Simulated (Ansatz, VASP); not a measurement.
**Co: VASP beside Ansatz**

```
CELL_PARAMETERS angstrom
3.93540 0.00000 0.00000
-1.96770 3.40815 0.00000
0.00000 0.00000 2.42107
ATOMIC_POSITIONS crystal
Co 0.00000 0.00000 0.00000
Co 0.33333 0.66667 0.50000
Co 0.66667 0.33333 0.50000
```

Alike in both runs: task single point; functional revPBE; k mesh 10 × 10 × 14; occupations fermi-dirac, width 0.05 eV; collinear spin.

|  | VASP | Ansatz |
| --- | --- | --- |
| version | VASP 6.6.1 | Ansatz 0.2.0 |
| potentials or method | VASP PAW PBE potentials, release 64 (Co), cutoff 520 eV | plane waves (420 eV) with PAW, scalar-relativistic |
| valence electrons in the cell | 27 | 51 |

|  | VASP | Ansatz | Ansatz less VASP |
| --- | --- | --- | --- |
| pressure (GPa) | 8.0 | 8.8 | +0.80 |
| traceless stress, the component that is largest in VASP (GPa) | -0.15 | -0.11 | +0.043 |
| net moment per atom (μB) | 1.63 | 1.64 | +0.010 |
| size of the moment on the site where the two differ most (μB) | 1.61 | 1.68 | +0.069 |

VASP's potentials were made for PBE, not for revPBE. Site moments also hang on the region over which each program counts them. With one functional, cell and mesh, what is left measures potentials, basis and numerics. VASP's potentials hold 27 valence electrons a cell and Ansatz's 51, so a difference there can come from the potentials and not from the codes.
